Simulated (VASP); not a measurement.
CaSe, 2 atoms in the cell. The structure is cubic, space group Fm-3m (No. 225). The conventional cell has a = 5.912 Å, b = 5.912 Å, c = 5.912 Å, α = 90.00°, β = 90.00°, γ = 90.00°. Within 3.9 Å of Ca (site symmetry m-3m) lie 6 Se at 2.96 Å. Within 3.9 Å of Se (site symmetry m-3m) lie 6 Ca at 2.96 Å. 

```yaml
Program: VASP 6.6.1
Task: single point
Functional: PBE
Potentials_or_basis: VASP PAW PBE potentials, release 64 (Ca_sv, Se)
Cutoff: 500 eV
k_mesh: 7 × 7 × 7
Occupations: gaussian, width 0.2 eV
Spin: no spin polarisation
Dipole_correction: no
Further_INCAR_settings: ALGO = Normal; EDIFF = 1e-06; NBANDS = 15
```

Potentials or basis: VASP PAW PBE potentials, release 64 (Ca_sv, Se).

Command:

```console
$ cat potpaw_PBE.64/Ca_sv/POTCAR potpaw_PBE.64/Se/POTCAR > POTCAR
$ mpirun -np 1 vasp_std > vasp.out
```

Hardware: 1 thread of Intel Xeon 8259CL, with other jobs on the host.

Q: Estimate the wall time of this run.

A: It took 28 s on 1 thread of Intel Xeon 8259CL (shared host), peak memory 0.17 GiB. Counts: scf iterations 13, k points 20.
